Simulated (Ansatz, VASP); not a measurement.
## H in VASP and in Ansatz

```
CELL_PARAMETERS angstrom
0.00000 1.50570 1.50570
1.50570 0.00000 1.50570
1.50570 1.50570 0.00000
ATOMIC_POSITIONS crystal
H 0.00000 0.00000 0.00000
H 0.25000 0.25000 0.25000
```

Alike in both runs: functional PBE; k mesh 14 × 14 × 14; occupations fermi-dirac, width 0.05 eV; no spin polarisation.

Ansatz relaxed the structure, and its values are those at the end. VASP's run is a single point on that final structure, the one shown.

|  | VASP | Ansatz |
| --- | --- | --- |
| version | VASP 6.6.1 | Ansatz 0.2.0 |
| potentials or method | VASP PAW PBE potentials, release 64 (H) | PAW with Ansatz's earlier generated frozen-core files (soft_1), scalar-relativistic |
| plane-wave cutoff (eV) | 520 | 420 |
| valence electrons in the cell | 2 | 2 |

```tsv
	VASP	Ansatz	Ansatz less VASP
pressure (GPa)	-0.4	0.0	+0.40
```
